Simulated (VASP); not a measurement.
# Ba (Pm-3m) in VASP: further runs, part 2 of 2

VASP 6.6.1. Earlier steps stand in the parts before.

**3. Single point, PBE (35.88 Å³/atom)**

INCAR reads:

```
SYSTEM = Ba
PREC = Accurate
ENCUT = 520
EDIFF = 1E-6
ISMEAR = -1
SIGMA = 0.08
LREAL = .False.
LASPH = .True.
NELM = 100
ALGO = Normal
ISIF = 2
LWAVE = .False.
LCHARG = .True.
GGA = PE
LELF = .True.
LVHAR = .True.
NBANDS = 11
```

KPOINTS reads:

```
regular mesh
0
Gamma
  9 9 9
  0 0 0
```

POSCAR reads:

```
Ba
1.0
    3.2982168109      0.0000000000      0.0000000000
    0.0000000000      3.2982168109      0.0000000000
    0.0000000000      0.0000000000      3.2982168109
Ba
1
Direct
    0.0000000000      0.0000000000      0.0000000000
```

Potentials or basis: VASP PAW PBE potentials, release 64 (Ba_sv).

On the command line:

```sh
$ cat potpaw_PBE.64/Ba_sv/POTCAR > POTCAR
$ mpirun -np 1 vasp_std > vasp.out
```

OUTCAR:

```text
SYSTEM = Ba
   PREC = Accurate
   ENCUT = 520
   EDIFF = 1E-6
   ISMEAR = -1
   LREAL = .False.
   LASPH = .True.
   NELM = 100
   ISIF = 2
   GGA = PE

 ion  position               nearest neighbor table
   1  0.000  0.000  0.000-

  LATTYP: Found a simple cubic cell.
 ALAT       =     3.2982168109

  Lattice vectors:

 A1 = (   3.2982168109,   0.0000000000,   0.0000000000)
 A2 = (   0.0000000000,   3.2982168109,   0.0000000000)
 A3 = (   0.0000000000,   0.0000000000,   3.2982168109)

Analysis of symmetry for initial positions (statically):
=====================================================================
 Subroutine PRICEL returns:
 Original cell was already a primitive cell.

 Routine SETGRP: Setting up the symmetry group for a
 simple cubic supercell.

 Subroutine GETGRP returns: Found 48 space group operations
 (whereof 48 operations were pure point group operations)
 out of a pool of 48 trial point group operations.

The static configuration has the point symmetry O_h .

Analysis of symmetry for dynamics (positions and initial velocities):
=====================================================================
 Subroutine PRICEL returns:
 Original cell was already a primitive cell.

 Routine SETGRP: Setting up the symmetry group for a
 simple cubic supercell.

 Subroutine GETGRP returns: Found 48 space group operations
 (whereof 48 operations were pure point group operations)
 out of a pool of 48 trial point group operations.

The dynamic configuration has the point symmetry O_h .

 Subroutine INISYM returns: Found 48 space group operations
 (whereof 48 operations are pure point group operations),
 and found     1 'primitive' translations

[... 114 lines left out ...]
  Fermi-wavevector in a.u.,A,eV,Ry     =   1.069372  2.020821 15.559042  1.143557
  Thomas-Fermi vector in A             =   2.205050
   LORBIT       =      0    0 simple, 1 ext, 2 COOP (PROOUT), +10 PAW based schemes
   GGA     = PE    functional components
   LHFCALC =     F    Hartree Fock is set to
   AEXX    =    0.0000 exact exchange contribution
   IVDW    =     0    specifies the selected vdW correction
   LEPSILON=     F    determine dielectric tensor
   LRPA    =     F    only Hartree local field effects (RPA)
 non-spin polarized calculation
  energy-cutoff  :      520.00
  volume of cell :       35.88
 maximum number of plane-waves:       977
 NGX is ok and might be reduce to    28
   NGX = 13   NGY = 13   NGZ = 13

 number of electron      10.0000001 magnetization

 Free energy of the ion-electron system (eV)
  ---------------------------------------------------
  ext. energy  EPLUGINS =         0.00000000
  ---------------------------------------------------
  free energy    TOTEN  =        -1.00925125 eV

  energy without entropy =       -0.97430337  energy(sigma->0) =       -0.99177731

 E-fermi :   4.0021     XC(G=0):  -9.4428

 val. band max:        3.9939124576   @ k =   0.1111   0.0000   0.0000
 cond. band min:       4.0047626614   @ k =   0.4444   0.4444   0.3333
 fundamental gap:      0.0108502038
 Fermi energy:         4.0021147848

 k-point     1 :       0.0000    0.0000    0.0000
  band No.  band energies     occupation
      1     -25.0500      2.00000
      2      -8.7688      2.00000
      3      -8.7688      2.00000
      4      -8.7688      2.00000
      5       1.7376      2.00000
      6       3.4404      1.99822
      7       3.4404      1.99822
      8      12.1439      0.00000
      9      12.1439      0.00000
     10      12.1439      0.00000
     11      15.3846      0.00000
[... 309 lines left out ...]
 k-point    24 :       0.4444    0.3333    0.1111
  band No.  band energies     occupation
      1     -24.3510      2.00000
      2     -11.0448      2.00000
      3     -10.4504      2.00000
      4      -8.6111      2.00000
      5       2.5370      2.00000
      6       5.7719      0.00000
      7       6.8620      0.00000
      8       7.7401      0.00000
      9      10.3118      0.00000
     10      11.5647      0.00000
     11      14.6610      0.00000

 [... further k-points ...]

------------------------ aborting loop because EDIFF is reached ----------------------------------------

  FORCE on cell =-STRESS in cart. coord.  units (eV):
  Direction    XX          YY          ZZ          XY          YZ          ZX
  --------------------------------------------------------------------------------------
  -------------------------------------------------------------------------------------
  Total        2.3535360      2.3535360      2.3535360      0.0000000      0.0000000     -0.0000000
  in kB      105.0978475    105.0978475    105.0978475      0.0000000      0.0000000     -0.0000000
  external PRESSURE =     105.0978475 kB  Pullay stress =       0.0000000 kB

 VOLUME and BASIS-vectors are now :
 -----------------------------------------------------------------------------
  energy-cutoff  :      520.00
  volume of cell :       35.88
      direct lattice vectors                 reciprocal lattice vectors
     3.298216811  0.000000000  0.000000000     0.303194137  0.000000000  0.000000000
     0.000000000  3.298216811  0.000000000     0.000000000  0.303194137  0.000000000
     0.000000000  0.000000000  3.298216811     0.000000000  0.000000000  0.303194137

 POSITION                                       TOTAL-FORCE (eV/Angst)
 -----------------------------------------------------------------------------------
      0.00000      0.00000      0.00000         0.000000      0.000000      0.000000
 -----------------------------------------------------------------------------------
    total drift:                               -0.000000      0.000000     -0.000000

  FREE ENERGIE OF THE ION-ELECTRON SYSTEM (eV)
  ---------------------------------------------------
  free  energy   TOTEN  =        -1.0092512547 eV

  energy  without entropy=       -0.9743033666  energy(sigma->0) =       -0.99177731
```

stdout:

```text
POSCAR found type information on POSCAR Ba
 POSCAR found :  1 types and       1 ions
 scaLAPACK will be used
 LDA part: xc-table for (Slater+PW92), standard interpolation
 POSCAR, INCAR and KPOINTS ok, starting setup
 FFT: planning ... GRIDC
 FFT: planning ... GRID_SOFT
 FFT: planning ... GRID
 WAVECAR not read
 entering main loop
```

It took 19 s on 1 thread of Intel Xeon 8259CL, shared host; peak memory 0.16 GiB.

What came out:

| Quantity | Value |
| --- | --- |
| Free energy | -1.0093 eV |
| Pressure | 10.5 GPa |
| Band gap on the k mesh | zero (bands 5 and 6 overlap by 1.33 eV) |

Levels at points of the mesh, in eV from the Fermi level:
```
           k point  band 3  band 4  band 5  band 6  band 7  band 8
(0.00, 0.00, 0.00)  -12.77  -12.77   -2.26   -0.56   -0.56    8.14
```

Caveat: the cell stands under pressure; spin-orbit coupling is left out, which moves the levels of the heavy elements.
